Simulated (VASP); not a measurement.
WS2, 3 atoms in the cell. The cell holds a slab with vacuum, 3 atoms: a = 3.124 Å, b = 3.124 Å, c = 16.936 Å, α = 90.00°, β = 90.00°, γ = 120.00°.  This cell differs from its parent crystal: mode 4 frozen in at -0.076 Å and mode 9 at -0.049 Å (largest displacements).

```yaml
Program: VASP 6.6.1
Task: single point
Functional: PBEsol
Dispersion: D3(BJ)
Potentials_or_basis: VASP PAW PBE potentials, release 64 (W_sv, S)
Cutoff: 520 eV
k_mesh: 12 × 12 × 2
Occupations: gaussian, width 0.05 eV
Spin: no spin polarisation
Dipole_correction: no
Further_INCAR_settings: ALGO = Normal; EDIFF = 1e-06; NBANDS = 20
```

Potentials or basis: VASP PAW PBE potentials, release 64 (W_sv, S).

The run is started by

```bash
$ cat potpaw_PBE.64/W_sv/POTCAR potpaw_PBE.64/S/POTCAR > POTCAR
$ mpirun -np 1 vasp_std > vasp.out
```

Hardware: 1 thread of Intel(R) Xeon(R) Platinum 8259CL CPU @ 2.50GHz (Skylake/Cascade Lake), on a shared host.

Task: Estimate the wall time of this run.

Result: Wall time 7.2 min on 1 thread of Intel(R) Xeon(R) Platinum 8259CL CPU @ 2.50GHz (Skylake/Cascade Lake) (shared host), peak memory 0.53 GiB. Counts: scf iterations 22, k points 148.
